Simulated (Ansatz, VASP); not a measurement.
NaCl: VASP beside Ansatz

INCAR

```
PREC = Accurate ; ENCUT = 520
EDIFF = 1E-6 ; ISMEAR = 0
SIGMA = 0.05 ; LREAL = False
LASPH = True ; NELM = 80
ALGO = Normal ; ISIF = 2
LWAVE = False ; LCHARG = False
GGA = PS ; NBANDS = 14
```

The input KPOINTS:

```
regular mesh
0
Gamma
  8 8 8
```

Contents of POSCAR:

```
NaCl
1.0
    0.0000000000      3.0582900000      2.9450200000
    3.0582900000      0.0000000000      2.9450200000
    3.0582900000      3.0582900000      0.0000000000
Na Cl
1 1
Direct
    0.0000000000      0.0000000000      0.0000000000
    0.5000000000      0.5000000000      0.5000000000
```

Input for Ansatz:

```yaml
crystal:
  lattice:
    - [0.0, 3.05829, 2.94502]
    - [3.05829, 0.0, 2.94502]
    - [3.05829, 3.05829, 0.0]
  atoms:
    - { symbol: Na, position: [0.0, 0.0, 0.0] }
    - { symbol: Cl, position: [0.5, 0.5, 0.5] }
basis:
  ecutwfc: 420
kpoints:
  mp_grid: { grid: [8, 8, 8] }
hamiltonian:
  xc: pbesol
scf:
  occupations: { method: gaussian, width: 0.05 }
output:
  forces: true
  stress: true
  eigenvalues: true
```

Change from the starting cell: strain +0.080 along x and y, +0.040 along z, atoms carried along.

Alike in both runs: task single point; functional PBEsol; k mesh 8 × 8 × 8; occupations gaussian, width 0.05 eV; no spin polarisation.

|  | VASP | Ansatz |
| --- | --- | --- |
| version | VASP 6.6.1 | Ansatz 0.2.0 |
| potentials or method | VASP PAW PBE potentials, release 64 (Na_pv, Cl), cutoff 520 eV | scalar-relativistic, plane waves, PAW |
| valence electrons in the cell | 14 | 16 |

VASP gave:

```
gap on the k mesh at the Fermi level (eV)                     : 4.28
least direct gap on the mesh (eV)                             : 4.28
pressure (GPa)                                                : -3.4
traceless stress, the component that is largest in VASP (GPa) : 0.19
```

Problem. Estimate Ansatz's values.

Solution. gap on the k mesh at the Fermi level (eV): 4.28; least direct gap on the mesh (eV): 4.28; pressure (GPa): -3.4; traceless stress, the component that is largest in VASP (GPa): 0.18.

VASP's potentials were made for PBE, not for PBEsol. VASP's potentials hold 14 valence electrons a cell and Ansatz's 16, so a difference there can come from the potentials and not from the codes.
